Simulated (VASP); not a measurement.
# Si6Ru in VASP: a series of runs, part 2 of 2

VASP 6.6.1. Earlier steps stand in the parts before.

### 4 Single point, PBE

This run uses another cell than the first one: it holds 14 atoms, not 7.

The input, INCAR:

```
PREC     = Accurate       # precision mode
ENCUT    = 520            # plane-wave cutoff, eV
EDIFF    = 1E-6           # SCF threshold, eV
ISMEAR   = 0              # smearing method
SIGMA    = 0.1            # smearing width, eV
LREAL    = False          # projectors in reciprocal space
LASPH    = True           # aspherical terms in the spheres
NELM     = 60             # most SCF steps
ALGO     = Normal         # electronic algorithm
ISIF     = 2              # what is computed and relaxed
LWAVE    = False          # write WAVECAR
LCHARG   = False          # write CHGCAR
GGA      = PE             # functional
NBANDS   = 51             # bands
```

The input, KPOINTS:

```
Automatic mesh
0
Gamma
  4 4 8
```

The input, POSCAR:

```
Si6Ru
1.0
    7.2778226331      0.0000000000      0.0000000000
    0.0000000000      7.4515644981      0.0000000000
    0.0000000000      0.0000000000      4.2539450225
Si Ru
12 2
Direct
    0.0000000000      0.0000000000      0.9146819684
    0.5000000000      0.0000000000      0.8693590156
    0.7604439512      0.0000000000      0.5444304061
    0.2395560488      0.0000000000      0.5444304061
    0.0000000000      0.6870973756      0.0688447364
    0.5000000000      0.7211533988      0.1084072028
    0.7559663601      0.6782409789      0.4727421159
    0.2440336399      0.6782409789      0.4727421159
    0.0000000000      0.3129026244      0.0688447364
    0.5000000000      0.2788466012      0.1084072028
    0.7559663601      0.3217590211      0.4727421159
    0.2440336399      0.3217590211      0.4727421159
    0.7257915085      0.5000000000      0.9414868158
    0.2742084915      0.5000000000      0.9414868158
```

Launch:

```sh
$ cat potpaw_PBE.64/Si/POTCAR potpaw_PBE.64/Ru_pv/POTCAR > POTCAR
$ mpirun -np 1 vasp_std > vasp.out
```

It took 5.2 min on 1 thread of AMD EPYC 9R45 (Zen 5), shared host; peak memory 0.5 GiB.

Results (log left out):

- Free energy: -83.7324 eV
- Pressure: -0.1 GPa
- Largest force: 0.013 eV/Å
- Band gap on the k mesh: zero (bands 38 and 39 overlap by 0.95 eV)

Forces in eV/Å, atoms in the order of the input:
```
Si   0.000  0.000 -0.003
Si   0.000  0.000 -0.001
Si  -0.001  0.000  0.007
Si   0.001  0.000  0.007
Si   0.000  0.006  0.007
Si   0.000  0.012  0.007
Si  -0.002  0.002 -0.008
Si   0.002  0.002 -0.008
Si   0.000 -0.006  0.007
Si   0.000 -0.012  0.007
Si  -0.002 -0.002 -0.008
Si   0.002 -0.002 -0.008
Ru   0.002  0.000 -0.002
Ru  -0.002  0.000 -0.002
```

Levels at points of the mesh, in eV from the Fermi level:
| k point | band 34 | band 35 | band 36 | band 37 | band 38 | band 39 | band 40 | band 41 | band 42 | band 43 |
| --- | --- | --- | --- | --- | --- | --- | --- | --- | --- | --- |
| (0.00, 0.00, 0.00) | -1.44 | -1.19 | -0.95 | -0.58 | 0.05 | 0.15 | 0.48 | 1.13 | 1.47 | 1.80 |
| (0.50, 0.00, 0.00) | -1.39 | -1.29 | -1.11 | -1.10 | -0.74 | 0.67 | 0.84 | 1.10 | 1.21 | 1.53 |
| (0.00, 0.50, 0.00) | -1.44 | -1.36 | -1.26 | -1.14 | -0.06 | 0.18 | 0.74 | 1.02 | 1.51 | 1.61 |
| (0.50, 0.50, 0.00) | -1.58 | -1.50 | -1.30 | -0.69 | -0.40 | 0.96 | 1.30 | 1.61 | 1.98 | 1.98 |
| (0.00, 0.00, 0.50) | -0.93 | -0.86 | -0.76 | -0.55 | 0.29 | 0.59 | 0.61 | 0.66 | 0.95 | 1.11 |
| (0.50, 0.00, 0.50) | -2.03 | -1.47 | -1.46 | -0.75 | -0.50 | -0.29 | 0.83 | 1.39 | 1.40 | 1.79 |
| (0.00, 0.50, 0.50) | -1.28 | -1.24 | -1.12 | -0.93 | 0.23 | 0.59 | 0.63 | 0.89 | 1.00 | 1.00 |
| (0.50, 0.50, 0.50) | -1.77 | -1.54 | -1.16 | -0.85 | -0.73 | -0.48 | 0.72 | 0.85 | 1.26 | 2.13 |

### 5 Relaxation of cell and atoms, PBE

The input, INCAR:

```
ALGO = Normal
EDIFF = 1E-7
EDIFFG = -0.01
ENCUT = 600
GGA = PE
IBRION = 2
ISIF = 3
ISMEAR = 0
LASPH = True
LCHARG = False
LREAL = False
LWAVE = False
NELM = 60
NSW = 100
PREC = Accurate
SIGMA = 0.1
```

The input, KPOINTS:

```
k-points
0
Gamma
  8 4 8
```

The input, POSCAR:

```
Si6Ru
1.0
    3.6682328042      0.0000000000      0.0000000000
    0.0000000000      7.4151768453      0.0000000000
    0.0000000000      0.0000000000      4.2874897902
Si Ru
6 1
Direct
    0.5000000000      0.0000000000      0.8919032381
    0.0000000000      0.0000000000      0.5514777497
    0.5000000000      0.7032472481      0.0915329705
    0.0000000000      0.6785975793      0.4683256405
    0.5000000000      0.2967527519      0.0915329705
    0.0000000000      0.3214024207      0.4683256405
    0.0000000000      0.5000000000      0.9362107401
```

Launch:

```sh
$ cat potpaw_PBE.64/Si/POTCAR potpaw_PBE.64/Ru_pv/POTCAR > POTCAR
$ mpirun -np 1 vasp_std > vasp.out
```

Wall time 8.9 min (1 thread of AMD EPYC 9R45 (Zen 5), shared host); peak memory 0.37 GiB.

Results (log left out):

```yaml
Free_energy: -41.8257 eV
Relaxed_volume: 16.65 Å³/atom
Relaxed_cell: a = 3.669 Å, b = 7.407 Å, c = 4.289 Å, α = 90.00°, β = 90.00°, γ = 90.00°
Space_group_after_relaxing_to_0.1_Å: Pmm2 (No. 25)
Energy_gained_by_relaxing: 0.1 meV/atom
Ionic_steps: 8
Pressure_after_relaxing: 0.0 GPa
Largest_force_after_relaxing: 0.009 eV/Å
Band_gap_on_the_k_mesh: zero (bands 19 and 20 overlap by 1.41 eV)
```

Forces on the atoms (eV/Å):
```
Si   0.000  0.000 -0.005
Si   0.000  0.000 -0.004
Si   0.000  0.002 -0.003
Si   0.000  0.001  0.003
Si   0.000 -0.002 -0.003
Si   0.000 -0.001  0.003
Ru   0.000  0.000  0.009
```

Step by step:
```tsv
step	energy change (eV)	largest force (eV/Å)	pressure (GPa)	volume (Å³)
1	0.0000	0.0532	-0.05	116.62
2	-0.0003	0.0241	0.04	116.53
3	-0.0003	0.0241	0.04	116.53
4	-0.0004	0.0167	-0.02	116.58
5	-0.0004	0.0182	-0.05	116.60
6	-0.0004	0.0108	0.02	116.53
7	-0.0004	0.0108	0.02	116.53
8	-0.0005	0.0094	0.01	116.54
```

Final structure:
```xyz
7
Lattice="3.6686 0.0000 0.0000 0.0000 7.4068 0.0000 0.0000 0.0000 4.2889" Properties=species:S:1:pos:R:3 pbc="T T T"
Si    1.8343    0.0000    3.8244
Si    0.0000    0.0000    2.3593
Si    1.8343    5.2109    0.3972
Si    0.0000    5.0250    2.0075
Si    1.8343    2.1959    0.3972
Si    0.0000    2.3818    2.0075
Ru    0.0000    3.7034    4.0152
```

Levels at points of the mesh, in eV from the Fermi level:
```csv
k point,band 17,band 18,band 19,band 20,band 21,band 22
"(0.00, 0.00, 0.00)",-1.41,0.03,0.30,0.34,1.16,1.99
"(0.50, 0.00, 0.00)",-1.56,-1.34,-0.69,-0.47,1.84,1.97
"(0.00, 0.50, 0.00)",-1.35,-1.06,0.28,1.37,1.62,2.05
"(0.50, 0.50, 0.00)",-1.47,-1.32,-1.24,-0.57,0.90,1.56
"(0.00, 0.00, 0.50)",-0.57,0.19,0.48,0.61,0.69,1.10
"(0.50, 0.00, 0.50)",-2.29,-2.28,-0.78,-0.35,1.26,2.88
"(0.00, 0.50, 0.50)",-0.96,0.50,0.63,0.84,1.06,1.20
"(0.50, 0.50, 0.50)",-2.13,-1.62,-1.01,-0.78,0.40,1.81
```

### 6 Overview

| task | cell | k mesh | cutoff (eV) | smearing | gap on the mesh (eV) | pressure (GPa) | largest force (eV/Å) |
| --- | --- | --- | --- | --- | --- | --- | --- |
| single point | a = 3.669, b = 7.410, c = 4.288 Å, 7 atoms, atomic positions A | 8 × 4 × 8 | 520 | gaussian 0.1 eV | none | -0.1 | 0.01 |
| single point | a = 4.287, b = 3.668, c = 7.415 Å, 7 atoms, atomic positions B | 6 × 6 × 4 | 520 | gaussian 0.2 eV | none | 0.0 | 0.02 |
| single point | a = 7.278, b = 7.452, c = 4.254 Å, 14 atoms, atomic positions C | 4 × 4 × 8 | 520 | gaussian 0.1 eV | none | -0.1 | 0.01 |
| relaxation of cell and atoms | relaxed from a = 3.668, b = 7.415, c = 4.287 Å, 7 atoms, atomic positions A | 8 × 4 × 8 | 600 | gaussian 0.1 eV | none | 0.0 | 0.01 |

Alike in all rows: level PBE; potentials or basis VASP PAW PBE potentials, release 64 (Si, Ru_pv); no spin polarisation.

Absolute energies hang on the potentials; compare differences alone.
